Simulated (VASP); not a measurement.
# Si: single point with PBEsol

The system is Si, a slab with vacuum.

```
CELL_PARAMETERS angstrom
3.84182 0.00000 0.00000
0.00000 3.84182 0.00000
0.00000 0.00000 22.79140
ATOMIC_POSITIONS crystal
Si 0.75000 0.00000 0.35219
Si 0.25000 0.00000 0.41070
Si 0.25000 0.50000 0.47037
Si 0.75000 0.50000 0.52963
Si 0.75000 0.00000 0.58930
Si 0.25000 0.00000 0.64781
```

```yaml
Program: VASP 6.6.1
Task: single point
Functional: PBEsol
Potentials_or_basis: VASP PAW PBE potentials, release 64 (Si)
Cutoff: 520 eV
k_mesh: 8 × 8 × 1
Occupations: fermi-dirac, width 0.02 eV
Spin: no spin polarisation
```

```json
{
  "Largest force": "0.009 eV/Å",
  "Band gap on the k mesh": "zero (bands 12 and 13 overlap by 1.06 eV)"
}
```

Forces on the atoms (eV/Å):
```
Si   0.000  0.000 -0.009
Si   0.000  0.000 -0.002
Si   0.000  0.000  0.006
Si   0.000  0.000 -0.006
Si   0.000  0.000  0.002
Si   0.000  0.000  0.009
```

Levels at points of the mesh, in eV from the Fermi level:
| k point | band 10 | band 11 | band 12 | band 13 | band 14 | band 15 |
| --- | --- | --- | --- | --- | --- | --- |
| (0.00, 0.00, 0.00) | -0.75 | -0.29 | 0.46 | 1.18 | 1.19 | 1.70 |
| (0.50, 0.00, 0.00) | -1.07 | -0.60 | -0.60 | 2.47 | 2.47 | 2.49 |
| (0.00, 0.50, 0.00) | -0.92 | -0.84 | -0.53 | 0.40 | 0.61 | 2.61 |
| (0.50, 0.50, 0.00) | -3.01 | -0.61 | -0.61 | -0.60 | -0.60 | 2.56 |

Run time: 7.8 min on 1 thread of Intel Xeon 8259CL (shared host), peak memory 0.46 GiB.

Caveat: the PAW data sets were made with another functional, which shifts forces and pressure a little.
